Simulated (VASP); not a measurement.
# Re (P6_3/mmc) in VASP: further runs

Re is run at these levels: PBEsol; tasks: single point, relaxation of cell and atoms.

Everything below comes from runs of VASP 6.6.1. Logs are shortened: lines on timing, memory, paths and dates and some standing lists are left out, and cuts for length are marked.

### 1 The cell of the first run

The structure is hexagonal, space group P6_3/mmc (No. 194). Conventional cell: a = 2.752 Å, b = 2.752 Å, c = 8.869 Å, α = 90.00°, β = 90.00°, γ = 120.00°. Re (site symmetry -3m) has 12 Re at 2.73 to 2.75 Å within 3.6 Å. Re (site symmetry -6m2) has 12 Re at 2.73 to 2.75 Å within 3.6 Å.

### 2 Single point, PBEsol

Contents of INCAR:

```
SYSTEM = Re
ALGO     = Normal         ! electronic algorithm
EDIFF    = 1E-6           ! SCF threshold, eV
ENCUT    = 600            ! plane-wave cutoff, eV
GGA      = PS             ! functional
GGA_COMPAT= .FALSE.      
ISIF     = 2              ! what is computed and relaxed
ISMEAR   = 0              ! smearing method
LASPH    = .TRUE.         ! aspherical terms in the spheres
LCHARG   = .FALSE.        ! write CHGCAR
LREAL    = .FALSE.        ! projectors in reciprocal space
LWAVE    = .FALSE.        ! write WAVECAR
NBANDS   = 22             ! bands
NELM     = 120            ! most SCF steps
PREC     = Accurate       ! precision mode
SIGMA    = 0.1            ! smearing width, eV
```

Contents of KPOINTS:

```
k-points
0
G
  18 18 6
  0 0 0
```

Contents of POSCAR:

```
Re
1.0
    2.7522723126      0.0000000000      0.0000000000
   -1.3761361563      2.3835377409      0.0000000000
    0.0000000000      0.0000000000      8.8689152328
Re
4
Direct
    0.0000000000      0.0000000000      0.0000000000
    0.3333333333      0.6666666667      0.2500000000
    0.0000000000      0.0000000000      0.5000000000
    0.6666666667      0.3333333333      0.7500000000
```

Potentials or basis: VASP PAW PBE potentials, release 64 (Re).

The run is started by

```console
cat potpaw_PBE.64/Re/POTCAR > POTCAR
mpirun -np 1 vasp_std > vasp.out
```

OUTCAR:

```text
SYSTEM = Re
   EDIFF = 1E-6
   ENCUT = 600
   GGA = PS
   ISIF = 2
   ISMEAR = 0
   LASPH = .TRUE.
   LREAL = .FALSE.
   NELM = 120
   PREC = Accurate

 ion  position               nearest neighbor table
   1  0.000  0.000  0.000-   2 2.73   4 2.73   4 2.73   2 2.73   4 2.73   2 2.73
   2  0.333  0.667  0.250-   1 2.73   3 2.73   1 2.73   3 2.73   1 2.73   3 2.73
   3  0.000  0.000  0.500-   2 2.73   4 2.73   4 2.73   2 2.73   4 2.73   2 2.73
   4  0.667  0.333  0.750-   1 2.73   3 2.73   1 2.73   3 2.73   1 2.73   3 2.73

  LATTYP: Found a hexagonal cell.
 ALAT       =     2.7522723126
 C/A-ratio  =     3.2223974322

  Lattice vectors:

 A1 = (   2.7522723126,   0.0000000000,   0.0000000000)
 A2 = (  -1.3761361563,   2.3835377409,   0.0000000000)
 A3 = (   0.0000000000,   0.0000000000,   8.8689152328)

Analysis of symmetry for initial positions (statically):
=====================================================================
 Subroutine PRICEL returns:
 Original cell was already a primitive cell.

 Routine SETGRP: Setting up the symmetry group for a
 hexagonal supercell.

 Subroutine GETGRP returns: Found 24 space group operations
 (whereof 12 operations were pure point group operations)
 out of a pool of 24 trial point group operations.

The static configuration has the point symmetry D_3d.
 The point group associated with its full space group is D_6h.

Analysis of symmetry for dynamics (positions and initial velocities):
=====================================================================
 Subroutine PRICEL returns:
 Original cell was already a primitive cell.

 Routine SETGRP: Setting up the symmetry group for a
 hexagonal supercell.

 Subroutine GETGRP returns: Found 24 space group operations
 (whereof 12 operations were pure point group operations)
 out of a pool of 24 trial point group operations.

The dynamic configuration has the point symmetry D_3d.
 The point group associated with its full space group is D_6h.

 Subroutine INISYM returns: Found 24 space group operations
 (whereof 12 operations are pure point group operations),
 and found     1 'primitive' translations

----------------------------------------------------------------------------------------

                                     Primitive cell

  volume of cell :      58.1814

  direct lattice vectors                    reciprocal lattice vectors
     2.752272313  0.000000000  0.000000000     0.363336141  0.209772219  0.000000000
    -1.376136156  2.383537741  0.000000000     0.000000000  0.419544437  0.000000000
     0.000000000  0.000000000  8.868915233     0.000000000  0.000000000  0.112753361

  length of vectors
     2.752272313  2.752272313  8.868915233     0.419544437  0.419544437  0.112753361

  position of ions in fractional coordinates (direct lattice)
     0.000000000  0.000000000  0.000000000
     0.333333333  0.666666667  0.250000000
     0.000000000  0.000000000  0.500000000
     0.666666667  0.333333333  0.750000000

  ion indices of the primitive-cell ions
   primitive index   ion index
                 1           1
                 2           2
                 3           3
                 4           4

----------------------------------------------------------------------------------------

 KPOINTS: k-points

Automatic generation of k-mesh.
 Grid dimensions read from file:
 generate k-points for:   18   18    6

 Generating k-lattice:

  Cartesian coordinates                     Fractional coordinates (reciprocal lattice)
     0.020185341  0.011654012  0.000000000     0.055555556  0.000000000  0.000000000
     0.000000000  0.023308024  0.000000000     0.000000000  0.055555556  0.000000000
     0.000000000  0.000000000  0.018792227     0.000000000  0.000000000  0.166666667

  Length of vectors
     0.023308024  0.023308024  0.018792227

  Shift w.r.t. Gamma in fractional coordinates (k-lattice)
     0.000000000  0.000000000  0.000000000

 Subroutine IBZKPT returns following result:
 ===========================================

 Found    148 irreducible k-points:

 Following reciprocal coordinates:
            Coordinates               Weight
  0.000000  0.000000  0.000000      1.000000
  0.055556 -0.000000  0.000000      6.000000
  0.111111 -0.000000  0.000000      6.000000
  0.166667  0.000000  0.000000      6.000000
  0.222222  0.000000  0.000000      6.000000
  0.277778  0.000000  0.000000      6.000000
[... 16 lines left out ...]
  0.333333  0.111111  0.000000     12.000000
  0.388889  0.111111  0.000000     12.000000
 [... further k-points ...]
   k-points           NKPTS =    148   k-points in BZ     NKDIM =    148   number of bands    NBANDS=     22
   number of dos      NEDOS =    301   number of ions     NIONS =      4
   total plane-waves  NPLWV =  41472
   dimension x,y,z NGX =    24 NGY =   24 NGZ =   72
   dimension x,y,z NGXF=    48 NGYF=   48 NGZF=  144
   ions per type =               4
   NGX,Y,Z   is equivalent  to a cutoff of  14.50, 14.50, 13.50 a.u.
   NGXF,Y,Z  is equivalent  to a cutoff of  28.99, 28.99, 26.99 a.u.
 SYSTEM =  Re
   PREC   = accura    normal or accurate (medium, high low for compatibility)
   ISTART =      0    job   : 0-new  1-cont  2-samecut
   ICHARG =      2    charge: 1-file 2-atom 10-const
   ISPIN  =      1    spin polarized calculation?
   LNONCOLLINEAR =      F non collinear calculations
   LSORBIT =      F    spin-orbit coupling
   LASPH  =      T    aspherical Exc in radial PAW
   ENCUT  =  600.0 eV  44.10 Ry    6.64 a.u.   5.50  5.50 17.71*2*pi/ulx,y,z
   NELM   =    120;   NELMIN=  2; NELMDL= -5     # of ELM steps
   EDIFF  = 0.1E-05   stopping-criterion for ELM
   LREAL  =      F    real-space projection
   EDIFFG = 0.1E-04   stopping-criterion for IOM
   NSW    =      0    number of steps for IOM
   IBRION =     -1    ionic relax: 0-MD 1-quasi-New 2-CG
   NFREE  =      0    steps in history (QN), initial steepest desc. (CG)
   ISIF   =      2    stress and relaxation
   ISYM   =      2    0-nonsym 1-usesym 2-fastsym
   POTIM  = 0.5000    time-step for ionic-motion
   TEBEG  =    0.0;   TEEND  =   0.0 temperature during run
   PSTRESS=    0.0 pullay stress
   NELECT =      28.0000    total number of electrons
   NUPDOWN=      -1.0000    fix difference up-down
   EMIN   =  10.00;   EMAX   =-10.00  energy-range for DOS
   EFERMI =   0.00;   METHOD = LEGACY
   ISMEAR =     0;   SIGMA  =   0.10  broadening in eV -4-tet -1-fermi 0-gaus
   EFERMI_NEDOS =   21; number of points for ismear=-14 and -15
   IALGO  =     38    algorithm
   IMIX   =      4    mixing-type and parameters
     AMIX     =   0.40;   BMIX     =  1.00
     AMIX_MAG =   1.60;   BMIX_MAG =  1.00
  volume/ion in A,a.u.               =      14.55        98.16
  Fermi-wavevector in a.u.,A,eV,Ry     =   1.282920  2.424367 22.393603  1.645883
  Thomas-Fermi vector in A             =   2.415203
   LORBIT       =      0    0 simple, 1 ext, 2 COOP (PROOUT), +10 PAW based schemes
   GGA     = PS    functional components
   LHFCALC =     F    Hartree Fock is set to
   AEXX    =    0.0000 exact exchange contribution
   IVDW    =     0    specifies the selected vdW correction
   LEPSILON=     F    determine dielectric tensor
   LRPA    =     F    only Hartree local field effects (RPA)
 non-spin polarized calculation
 Gauss-broadening in eV      SIGMA  =   0.10
  energy-cutoff  :      600.00
  volume of cell :       58.18
 maximum number of plane-waves:      1992
 NGX is ok and might be reduce to    24
   NGX = 11   NGY = 11   NGZ = 35

 number of electron      28.0000000 magnetization

 Free energy of the ion-electron system (eV)
  ---------------------------------------------------
  ext. energy  EPLUGINS =         0.00000000
  ---------------------------------------------------
  free energy    TOTEN  =       -53.48967500 eV

  energy without entropy =      -53.47767872  energy(sigma->0) =      -53.48367686

 E-fermi :   7.9655     XC(G=0): -13.8821

 val. band max:        7.9652067957   @ k =   0.4444   0.0556   0.0000
 cond. band min:       7.9668716555   @ k =   0.1667   0.0556   0.0000
 fundamental gap:      0.0016648598
 Fermi energy:         7.9655239764

 k-point     1 :       0.0000    0.0000    0.0000
  band No.  band energies     occupation
      1      -2.1175      2.00000
      2       0.2310      2.00000
      3       0.3029      2.00000
      4       1.1528      2.00000
      5       5.3797      2.00000
      6       5.4791      2.00000
[... 14 lines left out ...]
     21      10.5202      0.00000
     22      10.5202      0.00000

 k-point     2 :       0.0556   -0.0000    0.0000
  band No.  band energies     occupation
      1      -1.9888      2.00000
      2       0.3522      2.00000
      3       0.4231      2.00000
      4       1.2766      2.00000
      5       5.1941      2.00000
      6       5.3860      2.00000
[... 14 lines left out ...]
     21      10.4965      0.00000
     22      10.5418      0.00000

 k-point     3 :       0.1111   -0.0000    0.0000
  band No.  band energies     occupation
      1      -1.6139      2.00000
      2       0.6929      2.00000
      3       0.7600      2.00000
      4       1.6268      2.00000
      5       4.7944      2.00000
      6       5.1389      2.00000
[... 14 lines left out ...]
     21      10.4388      0.00000
     22      10.6295      0.00000

 k-point     4 :       0.1667    0.0000    0.0000
  band No.  band energies     occupation
      1      -1.0278      2.00000
      2       1.1698      2.00000
      3       1.2276      2.00000
      4       2.1269      2.00000
      5       4.3740      2.00000
      6       4.8042      2.00000
[... 14 lines left out ...]
     21      10.5460      0.00000
     22      10.8113      0.00000

 k-point     5 :       0.2222    0.0000    0.0000
  band No.  band energies     occupation
      1      -0.2975      2.00000
      2       1.6036      2.00000
      3       1.6462      2.00000
      4       2.5932      2.00000
      5       4.0688      2.00000
      6       4.4328      2.00000
[... 417 lines left out ...]
 k-point    22 :       0.2778    0.1111    0.0000
  band No.  band energies     occupation
      1       1.3992      2.00000
      2       1.9339      2.00000
      3       2.2243      2.00000
      4       2.8738      2.00000
      5       3.8124      2.00000
      6       3.8558      2.00000
[... 14 lines left out ...]
     21      11.7638      0.00000
     22      12.0853      0.00000

 k-point    23 :       0.3333    0.1111    0.0000
  band No.  band energies     occupation
      1       1.5526      2.00000
      2       1.7174      2.00000
      3       2.3284      2.00000
      4       2.8691      2.00000
      5       3.6561      2.00000
      6       3.6963      2.00000
[... 14 lines left out ...]
     21      12.2675      0.00000
     22      12.9751      0.00000

 k-point    24 :       0.3889    0.1111    0.0000
  band No.  band energies     occupation
      1       1.5228      2.00000
      2       1.5444      2.00000
      3       2.2386      2.00000
      4       2.9822      2.00000
      5       3.5364      2.00000
      6       3.6874      2.00000
[... 14 lines left out ...]
     21      12.9181      0.00000
     22      13.8592      0.00000

 [... further k-points ...]
[... 5 lines left out ...]
  --------------------------------------------------------------------------------------
  -------------------------------------------------------------------------------------
  Total        0.0706572      0.0706572      0.0541141      0.0000000     -0.0000000      0.0000000
  in kB        1.9457331      1.9457331      1.4901737      0.0000000     -0.0000000      0.0000000
  external PRESSURE =       1.7938799 kB  Pullay stress =       0.0000000 kB

 VOLUME and BASIS-vectors are now :
 -----------------------------------------------------------------------------
  energy-cutoff  :      600.00
  volume of cell :       58.18
      direct lattice vectors                 reciprocal lattice vectors
     2.752272313  0.000000000  0.000000000     0.363336141  0.209772219  0.000000000
    -1.376136156  2.383537741  0.000000000     0.000000000  0.419544437  0.000000000
     0.000000000  0.000000000  8.868915233     0.000000000  0.000000000  0.112753361

 POSITION                                       TOTAL-FORCE (eV/Angst)
 -----------------------------------------------------------------------------------
      0.00000      0.00000      0.00000        -0.000000      0.000000      0.000000
     -0.00000      1.58903      2.21723        -0.000000      0.000000      0.000000
      0.00000      0.00000      4.43446        -0.000000      0.000000      0.000000
      1.37614      0.79451      6.65169         0.000000     -0.000000     -0.000000
 -----------------------------------------------------------------------------------
    total drift:                               -0.000000      0.000000      0.000000

  FREE ENERGIE OF THE ION-ELECTRON SYSTEM (eV)
  ---------------------------------------------------
  free  energy   TOTEN  =       -53.4896750015 eV

  energy  without entropy=      -53.4776787165  energy(sigma->0) =      -53.48367686
```

It took 6.3 min on 1 thread of Oxide Virtual Turin-like, shared host; peak memory 0.29 GiB.

Results:

| Quantity | Value |
| --- | --- |
| Free energy | -53.4897 eV |
| Pressure | 0.2 GPa |
| Band gap on the k mesh | zero (bands 14 and 15 overlap by 2.60 eV) |

Caveat: the PAW data sets were made with another functional, which shifts forces and pressure a little; spin-orbit coupling is left out, which moves the levels of the heavy elements.

### 3 Relaxation of cell and atoms, PBEsol

This run uses another cell than the first one, of 14.94 Å³/atom.

Contents of INCAR:

```
  PREC = Accurate
  ENCUT = 600
  EDIFF = 1E-7
  ISMEAR = 0
  SIGMA = 0.1
  LREAL = F
  LASPH = T
  NELM = 120
  ALGO = Normal
  ISIF = 3
  LWAVE = F
  LCHARG = F
  GGA = PS
  IBRION = 2
  NSW = 70
  EDIFFG = -0.005
  GGA_COMPAT = F
  NELMIN = 4
```

Contents of KPOINTS:

```
regular mesh
0
Gamma
  18 18 6
```

Contents of POSCAR:

```
Re
1.0
    2.7767253403      0.0000000000      0.0000000000
   -1.3883626701      2.4047146840      0.0000000000
    0.0000000000      0.0000000000      8.9505499596
Re
4
Direct
    0.0000000000      0.0000000000      0.0000000000
    0.3333333333      0.6666666667      0.2500000000
    0.0000000000      0.0000000000      0.5000000000
    0.6666666667      0.3333333333      0.7500000000
```

Potentials or basis: VASP PAW PBE potentials, release 64 (Re).

The run is started by

```console
cat potpaw_PBE.64/Re/POTCAR > POTCAR
mpirun -np 1 vasp_std > vasp.out
```

OUTCAR:

```text
PREC = Accurate
   ENCUT = 600
   EDIFF = 1E-7
   ISMEAR = 0
   LREAL = F
   LASPH = T
   NELM = 120
   ISIF = 3
   GGA = PS
   IBRION = 2
   NSW = 70
   EDIFFG = -0.005
   NELMIN = 4

 ion  position               nearest neighbor table
   1  0.000  0.000  0.000-   2 2.75   4 2.75   2 2.75   4 2.75   4 2.75   2 2.75
   2  0.333  0.667  0.250-   1 2.75   3 2.75   1 2.75   3 2.75   1 2.75   3 2.75
   3  0.000  0.000  0.500-   2 2.75   4 2.75   2 2.75   4 2.75   4 2.75   2 2.75
   4  0.667  0.333  0.750-   1 2.75   3 2.75   1 2.75   3 2.75   1 2.75   3 2.75

  LATTYP: Found a hexagonal cell.
 ALAT       =     2.7767253403
 C/A-ratio  =     3.2234192665

  Lattice vectors:

 A1 = (   2.7767253403,   0.0000000000,   0.0000000000)
 A2 = (  -1.3883626701,   2.4047146840,   0.0000000000)
 A3 = (   0.0000000000,   0.0000000000,   8.9505499596)

[... 411 lines left out ...]

 Free energy of the ion-electron system (eV)
  ---------------------------------------------------
  ext. energy  EPLUGINS =         0.00000000
  ---------------------------------------------------
  free energy    TOTEN  =       -53.49000800 eV

  energy without entropy =      -53.47800453  energy(sigma->0) =      -53.48400627

 E-fermi :   7.9608     XC(G=0): -13.8800

 val. band max:        7.9604657825   @ k =   0.4444   0.0556   0.0000
 cond. band min:       7.9622671837   @ k =   0.1667   0.0556   0.0000
 fundamental gap:      0.0018014012
 Fermi energy:         7.9607632837

 k-point     1 :       0.0000    0.0000    0.0000
  band No.  band energies     occupation
      1      -2.1197      2.00000
      2       0.2279      2.00000
      3       0.3000      2.00000
      4       1.1509      2.00000
      5       5.3761      2.00000
      6       5.4755      2.00000
[... 481 lines left out ...]
      5       3.5337      2.00000
      6       3.6845      2.00000
[... 10 lines left out ...]
     17      11.3024      0.00000
     18      11.4843      0.00000

 [... further k-points ...]
[... 5 lines left out ...]
  --------------------------------------------------------------------------------------
  -------------------------------------------------------------------------------------
  Total        0.0074738      0.0074738     -0.0088325      0.0000000     -0.0000000      0.0000000
  in kB        0.2057333      0.2057333     -0.2431331      0.0000000     -0.0000000      0.0000000
  external PRESSURE =       0.0561111 kB  Pullay stress =       0.0000000 kB
[... 19 lines left out ...]
  FREE ENERGIE OF THE ION-ELECTRON SYSTEM (eV)
  ---------------------------------------------------
  free  energy   TOTEN  =       -53.4900080006 eV

  energy  without entropy=      -53.4780045326  energy(sigma->0) =      -53.48400627

 reached required accuracy - stopping structural energy minimisation
```

CONTCAR:

```text
Re
   1.00000000000000
     2.7526128935088243   -0.0000000000005016   -0.0000000000000000
    -1.3763064467052808    2.3838326925325202   -0.0000000000000000
    -0.0000000000000000   -0.0000000000000000    8.8700695355309165
  Re
     4
Direct
     0.0000000000000000    0.0000000000000000    0.0000000000000000
     0.3333333332999970    0.6666666667000030    0.2500000000000000
     0.0000000000000000    0.0000000000000000    0.5000000000000000
     0.6666666667000030    0.3333333332999970    0.7500000000000000

  0.00000000E+00  0.00000000E+00  0.00000000E+00
  0.00000000E+00  0.00000000E+00  0.00000000E+00
  0.00000000E+00  0.00000000E+00  0.00000000E+00
  0.00000000E+00  0.00000000E+00  0.00000000E+00
```

Wall time 23 min (1 thread of Oxide Virtual Turin-like, shared host); peak memory 0.3 GiB.

What came out:

| Item | Value |
| --- | --- |
| Free energy | -53.4900 eV |
| Relaxed volume | 14.55 Å³/atom |
| Relaxed cell | a = 2.753 Å, b = 2.753 Å, c = 8.870 Å, α = 90.00°, β = 90.00°, γ = 120.00° |
| Space group after relaxing (to 0.1 Å) | P6_3/mmc (No. 194) |
| Energy gained by relaxing | 12.5 meV/atom |
| Ionic steps | 7 |
| Pressure after relaxing | 0.0 GPa |

The path:
```csv
step,energy change (eV),largest force (eV/Å),pressure (GPa),volume (Å³)
1,0.0000,0.0000,-10.01,59.76
2,0.9489,0.0000,57.53,52.05
3,-0.0499,0.0000,-0.55,58.29
4,-0.0501,0.0000,-0.09,58.22
5,-0.0501,0.0000,0.12,58.19
6,-0.0500,0.0000,-0.39,58.26
7,-0.0501,0.0000,0.01,58.20
```

Final structure:
```xyz
4
Lattice="2.7526 0.0000 0.0000 -1.3763 2.3838 0.0000 0.0000 0.0000 8.8701" Properties=species:S:1:pos:R:3 pbc="T T T"
Re    0.0000    0.0000    0.0000
Re    0.0000    1.5892    2.2175
Re    0.0000    0.0000    4.4350
Re    1.3763    0.7946    6.6526
```

Levels at points of the mesh, in eV from the Fermi level:
```tsv
k point	band 12	band 13	band 14	band 15	band 16	band 17
(0.00, 0.00, 0.00)	-1.28	-1.28	-1.16	-1.16	0.55	0.62
(0.50, 0.00, 0.00)	0.29	0.29	1.16	2.15	3.96	3.99
(0.00, 0.00, 0.50)	-1.51	-1.51	-1.51	-1.10	-1.10	1.17
(0.50, 0.00, 0.50)	-0.68	0.29	0.29	2.75	2.75	4.02
```

Caveat: the highest band is partly filled, so the run has too few bands; the PAW data sets were made with another functional, which shifts forces and pressure a little; spin-orbit coupling is left out, which moves the levels of the heavy elements.
